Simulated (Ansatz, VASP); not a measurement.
# One calculation of Si2W, two programs

```xyz
9
Lattice="4.5118 0.0000 0.0000 -2.2559 3.9073 0.0000 0.0000 0.0000 6.6833" Properties=species:S:1:pos:R:3 pbc="T T T"
Si    2.2559    2.7919    3.3416
Si   -1.2899    3.3496    5.5694
Si    1.2899    3.3496    1.1139
Si    0.0000    1.1154    3.3416
Si    3.5458    0.5577    5.5694
Si    0.9660    0.5577    1.1139
W    -1.1279    1.9537    1.1139
W     1.1279    1.9537    5.5694
W     2.2559    0.0000    3.3416
```

Alike in both runs: task single point; functional LDA; k mesh 9 × 9 × 6; occupations gaussian, width 0.03 eV; no spin polarisation.

```csv
,VASP,Ansatz
version,VASP 6.6.1,Ansatz 0.2.0
potentials or method,"VASP PAW LDA potentials, release 64 (Si, W_sv), cutoff 520 eV","scalar-relativistic, plane waves, PAW"
valence electrons in the cell,66,66
```

|  | VASP | Ansatz | Ansatz less VASP |
| --- | --- | --- | --- |
| gap on the k mesh at the Fermi level (eV) | none | none | - |
| pressure (GPa) | 5.7 | 5.0 | -0.67 |
| traceless stress, the component that is largest in VASP (GPa) | -10.37 | -10.26 | +0.109 |
| rms of the force components (eV/Å) | 1.891 | 1.891 | +0.0003 |

Ansatz warns that its potentials were made for another functional, while VASP's fit it. LDA's correlation is that of Perdew and Zunger in VASP and of Perdew and Wang (1992) in Ansatz. Atom by atom the forces differ by 0.000 eV/Å (rms over components). A gap of «none» marks a metal or a gap that the smearing closes.

Spin-orbit coupling is off throughout.
